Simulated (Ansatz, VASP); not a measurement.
## ZnO in VASP and in Ansatz

```xyz
4
Lattice="3.3740 0.0000 0.0000 -1.6870 2.9220 0.0000 0.0000 0.0000 4.5237" Properties=species:S:1:pos:R:3 pbc="T T T"
Zn    0.0000    1.9480    1.1309
Zn    1.6870    0.9740    3.3928
O     1.6870    0.9740    1.1309
O     0.0000    1.9480    3.3928
```

Alike in both runs: task single point; functional PBE; k mesh 9 × 9 × 4; no spin polarisation.

|  | VASP | Ansatz |
| --- | --- | --- |
| version | VASP 6.6.1 | Ansatz 0.2.0 |
| potentials or method | VASP PAW PBE potentials, release 64 (Zn, O) | plane waves, PAW |
| plane-wave cutoff (eV) | 520 | 420 |
| occupations | gaussian, width 0.01 eV | fixed |
| valence electrons in the cell | 36 | 36 |

VASP gave:

- gap on the k mesh at the Fermi level (eV): 1.07
- pressure (GPa): 10.9
- traceless stress, the component that is largest in VASP (GPa): -2.70

Q: What did Ansatz give for the same quantities?

A: gap on the k mesh at the Fermi level (eV): 1.08; pressure (GPa): 9.7; traceless stress, the component that is largest in VASP (GPa): -2.10.
